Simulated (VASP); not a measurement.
# PbS (P-6m2) in VASP: a series of runs

The runs below take PbS through single point, with PBEsol.

All numbers are computed with VASP 6.6.1; they aren't measurements. Logs are shortened: lines on timing, memory, paths and dates and some standing lists are left out, and cuts for length are marked.

### 1 The cell of the first run

Symmetry: P-6m2, No. 187, hexagonal system. The conventional cell has a = 4.090 Å, b = 4.090 Å, c = 3.788 Å, α = 90.00°, β = 90.00°, γ = 120.00°. Within 4.0 Å of Pb (site symmetry -6m2) lie 6 S at 3.03 Å and 2 Pb at 3.79 Å. S (site symmetry -6m2) has 6 Pb at 3.03 Å and 2 S at 3.79 Å within 4.0 Å.

### 2 Single point, PBEsol

File INCAR:

```
  PREC = Accurate
  ENCUT = 520
  EDIFF = 1E-7
  ISMEAR = 0
  SIGMA = 0.02
  LREAL = False
  LASPH = True
  NELM = 100
  ALGO = Normal
  ISIF = 2
  LWAVE = False
  LCHARG = True
  GGA = PS
  LELF = True
  LVHAR = True
  NBANDS = 17
```

File KPOINTS:

```
Automatic mesh
0
Gamma
  6 6 6
```

File POSCAR:

```
PbS
1.0
    4.0896980000      0.0000000000      0.0000000000
   -2.0448490000      3.5417820000      0.0000000000
    0.0000000000      0.0000000000      3.7881670000
Pb S
1 1
Direct
    0.0000000000      0.0000000000      0.0000000000
    0.6666666667      0.3333333333      0.5000000000
```

Potentials or basis: VASP PAW PBE potentials, release 64 (Pb_d, S).

The run is started by

```sh
$ cat potpaw_PBE.64/Pb_d/POTCAR potpaw_PBE.64/S/POTCAR > POTCAR
$ mpirun -np 1 vasp_std > vasp.out
```

OUTCAR:

```text
PREC = Accurate
   ENCUT = 520
   EDIFF = 1E-7
   ISMEAR = 0
   LREAL = False
   LASPH = True
   NELM = 100
   ISIF = 2
   GGA = PS

 ion  position               nearest neighbor table
   1  0.000  0.000  0.000-   2 3.03   2 3.03   2 3.03   2 3.03   2 3.03   2 3.03
   2  0.667  0.333  0.500-   1 3.03   1 3.03   1 3.03   1 3.03   1 3.03   1 3.03

  LATTYP: Found a hexagonal cell.
 ALAT       =     4.0896980000
 C/A-ratio  =     0.9262705950

  Lattice vectors:

 A1 = (   4.0896980000,   0.0000000000,   0.0000000000)
 A2 = (  -2.0448490000,   3.5417820000,   0.0000000000)
 A3 = (   0.0000000000,   0.0000000000,   3.7881670000)

Analysis of symmetry for initial positions (statically):
=====================================================================
 Subroutine PRICEL returns:
 Original cell was already a primitive cell.

 Routine SETGRP: Setting up the symmetry group for a
 hexagonal supercell.

 Subroutine GETGRP returns: Found 12 space group operations
 (whereof 12 operations were pure point group operations)
 out of a pool of 24 trial point group operations.

The static configuration has the point symmetry D_3h.

Analysis of symmetry for dynamics (positions and initial velocities):
=====================================================================
 Subroutine PRICEL returns:
 Original cell was already a primitive cell.

 Routine SETGRP: Setting up the symmetry group for a
 hexagonal supercell.

 Subroutine GETGRP returns: Found 12 space group operations
 (whereof 12 operations were pure point group operations)
 out of a pool of 24 trial point group operations.

The dynamic configuration has the point symmetry D_3h.

 Subroutine INISYM returns: Found 12 space group operations
 (whereof 12 operations are pure point group operations),
 and found     1 'primitive' translations

----------------------------------------------------------------------------------------

                                     Primitive cell

  volume of cell :      54.8709

  direct lattice vectors                    reciprocal lattice vectors
     4.089698000  0.000000000  0.000000000     0.244516832  0.141171873  0.000000000
    -2.044849000  3.541782000  0.000000000     0.000000000  0.282343747  0.000000000
     0.000000000  0.000000000  3.788167000     0.000000000  0.000000000  0.263979914

  length of vectors
[... 80 lines left out ...]
   ENCUT  =  520.0 eV  38.22 Ry    6.18 a.u.   7.60  7.60  7.04*2*pi/ulx,y,z
   NELM   =    100;   NELMIN=  2; NELMDL= -5     # of ELM steps
   EDIFF  = 0.1E-06   stopping-criterion for ELM
   LREAL  =      F    real-space projection
   EDIFFG = 0.1E-05   stopping-criterion for IOM
   NSW    =      0    number of steps for IOM
   IBRION =     -1    ionic relax: 0-MD 1-quasi-New 2-CG
   NFREE  =      0    steps in history (QN), initial steepest desc. (CG)
   ISIF   =      2    stress and relaxation
   ISYM   =      2    0-nonsym 1-usesym 2-fastsym
   POTIM  = 0.5000    time-step for ionic-motion
   TEBEG  =    0.0;   TEEND  =   0.0 temperature during run
   PSTRESS=    0.0 pullay stress
   NELECT =      20.0000    total number of electrons
   NUPDOWN=      -1.0000    fix difference up-down
   EMIN   =  10.00;   EMAX   =-10.00  energy-range for DOS
   EFERMI =   0.00;   METHOD = LEGACY
   ISMEAR =     0;   SIGMA  =   0.02  broadening in eV -4-tet -1-fermi 0-gaus
   EFERMI_NEDOS =   21; number of points for ismear=-14 and -15
   IALGO  =     38    algorithm
   IMIX   =      4    mixing-type and parameters
     AMIX     =   0.40;   BMIX     =  1.00
     AMIX_MAG =   1.60;   BMIX_MAG =  1.00
  volume/ion in A,a.u.               =      27.44       185.14
  Fermi-wavevector in a.u.,A,eV,Ry     =   1.169421  2.209885 18.606576  1.367545
  Thomas-Fermi vector in A             =   2.305894
   LORBIT       =      0    0 simple, 1 ext, 2 COOP (PROOUT), +10 PAW based schemes
   GGA     = PS    functional components
   LHFCALC =     F    Hartree Fock is set to
   AEXX    =    0.0000 exact exchange contribution
   IVDW    =     0    specifies the selected vdW correction
   LEPSILON=     F    determine dielectric tensor
   LRPA    =     F    only Hartree local field effects (RPA)
 non-spin polarized calculation
 Gauss-broadening in eV      SIGMA  =   0.02
  energy-cutoff  :      520.00
  volume of cell :       54.87
 maximum number of plane-waves:      1506
   NGX = 15   NGY = 15   NGZ = 15

 number of electron      19.9999998 magnetization

 Free energy of the ion-electron system (eV)
  ---------------------------------------------------
  ext. energy  EPLUGINS =         0.00000000
  ---------------------------------------------------
  free energy    TOTEN  =        -9.18997217 eV

  energy without entropy =       -9.18997203  energy(sigma->0) =       -9.18997210

 E-fermi :   5.1215     XC(G=0):  -9.6405

 val. band max:        5.0698682583   @ k =   0.0000   0.0000   0.5000
 cond. band min:       5.1755148162   @ k =   0.3333   0.3333   0.0000
 fundamental gap:      0.1056465579
 Fermi energy:         5.1214580547

 k-point     1 :       0.0000    0.0000    0.0000
  band No.  band energies     occupation
      1     -11.7619      2.00000
      2     -11.7371      2.00000
      3     -11.7371      2.00000
      4     -11.6389      2.00000
      5     -11.6389      2.00000
      6      -8.1122      2.00000
[... 457 lines left out ...]
      4     -11.6829      2.00000
      5     -11.6079      2.00000
      6      -6.5244      2.00000
[... 9 lines left out ...]
     16      15.5535      0.00000
     17      17.2672      0.00000

 [... further k-points ...]

------------------------ aborting loop because EDIFF is reached ----------------------------------------

  FORCE on cell =-STRESS in cart. coord.  units (eV):
  Direction    XX          YY          ZZ          XY          YZ          ZX
  --------------------------------------------------------------------------------------
  -------------------------------------------------------------------------------------
  Total       -0.9961029     -0.9961027     -1.0711423      0.0000000      0.0000000     -0.0000000
  in kB      -29.0852368    -29.0852309    -31.2763137      0.0000000      0.0000000     -0.0000000
  external PRESSURE =     -29.8155938 kB  Pullay stress =       0.0000000 kB

 VOLUME and BASIS-vectors are now :
 -----------------------------------------------------------------------------
  energy-cutoff  :      520.00
  volume of cell :       54.87
      direct lattice vectors                 reciprocal lattice vectors
     4.089698000  0.000000000  0.000000000     0.244516832  0.141171873  0.000000000
    -2.044849000  3.541782000  0.000000000     0.000000000  0.282343747  0.000000000
     0.000000000  0.000000000  3.788167000     0.000000000  0.000000000  0.263979914

 POSITION                                       TOTAL-FORCE (eV/Angst)
 -----------------------------------------------------------------------------------
      0.00000      0.00000      0.00000         0.000000      0.000000      0.000000
      2.04485      1.18059      1.89408        -0.000000      0.000000      0.000000
 -----------------------------------------------------------------------------------
    total drift:                               -0.000000      0.000000      0.000000

  FREE ENERGIE OF THE ION-ELECTRON SYSTEM (eV)
  ---------------------------------------------------
  free  energy   TOTEN  =        -9.1899721719 eV

  energy  without entropy=       -9.1899720344  energy(sigma->0) =       -9.18997210
```

OSZICAR:

```text
N       E                     dE             d eps       ncg     rms          rms(c)
DAV:   1     0.157293581070E+03    0.15729E+03   -0.97908E+03   960   0.122E+03
DAV:   2     0.315010308282E+01   -0.15414E+03   -0.14862E+03   970   0.310E+02
DAV:   3    -0.940022195140E+01   -0.12550E+02   -0.12446E+02  1231   0.937E+01
DAV:   4    -0.970248150562E+01   -0.30226E+00   -0.30200E+00  1220   0.163E+01
DAV:   5    -0.971374469304E+01   -0.11263E-01   -0.11260E-01  1377   0.308E+00    0.418E+00
DAV:   6    -0.920083682982E+01    0.51291E+00   -0.14673E+00  1455   0.827E+00    0.286E+00
DAV:   7    -0.919351334309E+01    0.73235E-02   -0.11671E-01  1207   0.175E+00    0.158E+00
DAV:   8    -0.919009277564E+01    0.34206E-02   -0.13691E-02  1167   0.108E+00    0.209E-01
DAV:   9    -0.918984575092E+01    0.24702E-03   -0.24316E-03  1454   0.344E-01    0.966E-02
DAV:  10    -0.918997360766E+01   -0.12786E-03   -0.25202E-04  1074   0.969E-02    0.479E-02
DAV:  11    -0.918997150362E+01    0.21040E-05   -0.17256E-05  1307   0.392E-02    0.826E-03
DAV:  12    -0.918997234233E+01   -0.83871E-06   -0.17229E-06  1115   0.125E-02    0.590E-03
DAV:  13    -0.918997218668E+01    0.15565E-06   -0.25504E-07  1121   0.250E-03    0.959E-04
DAV:  14    -0.918997217194E+01    0.14743E-07   -0.31970E-08   832   0.246E-03
   1 F= -.91899722E+01 E0= -.91899721E+01  d E =-.137550E-06
```

It took 21 s on 1 thread of Intel Xeon Platinum 8259CL at 2.50GHz (Skylake/Cascade Lake), shared host; peak memory 0.17 GiB.

Results:

- Free energy: -9.1900 eV
- Pressure: -3.0 GPa
- Band gap on the k mesh: zero (band 10 reaches 5.18 eV, above the bottom of band 11 at 4.64 eV)

Levels at points of the mesh, in eV from the Fermi level:
```
           k point  band 6  band 7  band 8  band 9  band 10  band 11  band 12  band 13  band 14  band 15
(0.00, 0.00, 0.00)  -13.23   -6.54   -2.24   -1.75    -1.75     3.34     3.34     5.09     6.38     6.81
(0.50, 0.00, 0.00)  -12.12   -8.57   -2.78   -1.91    -1.24     1.81     3.81     5.17     5.23    10.91
(0.00, 0.00, 0.50)  -12.11   -9.08   -1.16   -1.16    -0.05     0.72     3.76     3.76     8.08     8.08
(0.50, 0.00, 0.50)  -11.47   -7.49   -4.18   -4.14    -1.49     2.01     2.65     2.65     8.07    10.47
```

Caveat: the PAW data sets were made with another functional, which shifts forces and pressure a little; spin-orbit coupling is left out, which moves the levels of the heavy elements.

### 3 Single point, PBEsol

This run uses another cell than the first one, of 27.85 Å³/atom, 1.015 times its volume.

File INCAR:

```
PREC = Accurate ; ENCUT = 520
EDIFF = 1E-6 ; ISMEAR = 0
SIGMA = 0.02 ; LREAL = F
LASPH = T ; NELM = 100
ALGO = Normal ; ISIF = 2
LWAVE = F ; LCHARG = F
GGA = PS ; NBANDS = 17
```

File KPOINTS:

```
regular mesh
0
Gamma
  6 6 6
```

Edit POSCAR of step 2 so:

```diff
@@ -4,3 +4,3 @@
    -2.0448490000      3.5417820000      0.0000000000
-    0.0000000000      0.0000000000      3.7881670000
+    0.0000000000      0.0000000000      3.8449895050
 Pb S
```

Potentials or basis: VASP PAW PBE potentials, release 64 (Pb_d, S).

The run is started by

```sh
$ cat potpaw_PBE.64/Pb_d/POTCAR potpaw_PBE.64/S/POTCAR > POTCAR
$ mpirun -np 1 vasp_std > vasp.out
```

Run time: 19 s. Hardware: 1 thread of Intel Xeon Platinum 8259CL at 2.50GHz (Skylake/Cascade Lake), shared host; peak memory 0.18 GiB.

The run converged. Its results:

```
Free energy            : -9.1699 eV
Pressure               : -3.8 GPa
Band gap on the k mesh : zero (band 10 reaches 4.96 eV, above the bottom of band 11 at 4.48 eV)
```

Stress tensor (GPa, compression positive):
```
-3.31  0.00  0.00
 0.00 -3.31  0.00
 0.00  0.00 -4.83
```

Levels at points of the mesh, in eV from the Fermi level:
```tsv
k point	band 8	band 9	band 10	band 11	band 12	band 13
(0.00, 0.00, 0.00)	-2.27	-1.63	-1.63	3.43	3.43	5.11
(0.50, 0.00, 0.00)	-2.64	-1.89	-1.25	1.70	3.68	5.09
(0.00, 0.00, 0.50)	-1.07	-1.07	-0.02	0.82	3.79	3.79
(0.50, 0.00, 0.50)	-4.06	-4.05	-1.41	2.05	2.62	2.75
```

Caveat: the PAW data sets were made with another functional, which shifts forces and pressure a little; spin-orbit coupling is left out, which moves the levels of the heavy elements.

### 4 Single point, PBEsol

This run uses another cell than the first one, of 28.26 Å³/atom, 1.030 times its volume.

File INCAR:

```
SYSTEM = PbS
PREC = Accurate
ENCUT = 520
EDIFF = 1E-6
ISMEAR = 0
SIGMA = 0.02
LREAL = .FALSE.
LASPH = .TRUE.
NELM = 100
ALGO = Normal
ISIF = 2
LWAVE = .FALSE.
LCHARG = .FALSE.
GGA = PS
NBANDS = 17
```

File KPOINTS:

```
regular mesh
0
G
  6 6 6
  0 0 0
```

Edit POSCAR of step 3 so:

```diff
@@ -4,3 +4,3 @@
    -2.0448490000      3.5417820000      0.0000000000
-    0.0000000000      0.0000000000      3.8449895050
+    0.0000000000      0.0000000000      3.9018120100
 Pb S
```

The run is started by

```sh
$ cat potpaw_PBE.64/Pb_d/POTCAR potpaw_PBE.64/S/POTCAR > POTCAR
$ mpirun -np 1 vasp_std > vasp.out
```

Run time: 19 s. Hardware: 1 thread of Intel Xeon Platinum 8259CL at 2.50GHz (Skylake/Cascade Lake), shared host; peak memory 0.18 GiB.

Results (log left out):

```
Free energy            : -9.1414 eV
Pressure               : -4.6 GPa
Band gap on the k mesh : zero (band 10 reaches 4.75 eV, above the bottom of band 11 at 4.32 eV)
```

Stress tensor (GPa, compression positive):
```
-3.67  0.00  0.00
 0.00 -3.67  0.00
 0.00  0.00 -6.37
```

Levels at points of the mesh, in eV from the Fermi level:
| k point | band 6 | band 7 | band 8 | band 9 | band 10 | band 11 | band 12 | band 13 | band 14 | band 15 |
| --- | --- | --- | --- | --- | --- | --- | --- | --- | --- | --- |
| (0.00, 0.00, 0.00) | -12.96 | -6.61 | -2.29 | -1.50 | -1.50 | 3.52 | 3.52 | 5.14 | 6.12 | 6.97 |
| (0.50, 0.00, 0.00) | -11.90 | -8.35 | -2.49 | -1.87 | -1.26 | 1.61 | 3.57 | 5.01 | 5.24 | 10.74 |
| (0.00, 0.00, 0.50) | -11.94 | -9.00 | -0.98 | -0.98 | 0.01 | 0.93 | 3.82 | 3.82 | 8.25 | 8.25 |
| (0.50, 0.00, 0.50) | -11.34 | -7.46 | -3.95 | -3.94 | -1.32 | 2.09 | 2.60 | 2.85 | 8.12 | 10.09 |

Caveat: the PAW data sets were made with another functional, which shifts forces and pressure a little; spin-orbit coupling is left out, which moves the levels of the heavy elements.

### 5 The runs side by side

| cell | gap on the mesh (eV) | pressure (GPa) |
| --- | --- | --- |
| a = 4.090, b = 4.090, c = 3.788 Å, angles 90.0, 90.0, 120.0°, 2 atoms | none | -3.0 |
| a = 4.090, b = 4.090, c = 3.845 Å, angles 90.0, 90.0, 120.0°, 2 atoms | none | -3.8 |
| a = 4.090, b = 4.090, c = 3.902 Å, angles 90.0, 90.0, 120.0°, 2 atoms | none | -4.6 |

Alike in all rows: task single point; level PBEsol; potentials or basis VASP PAW PBE potentials, release 64 (Pb_d, S); no spin polarisation; k mesh 6 × 6 × 6; cutoff (eV) 520; smearing gaussian 0.02 eV.

Caveats: the PAW data sets were made with another functional, which shifts forces and pressure a little; spin-orbit coupling is left out, which moves the levels of the heavy elements.

Total energies depend on the potentials used, so only differences within one code and one set of settings carry meaning.
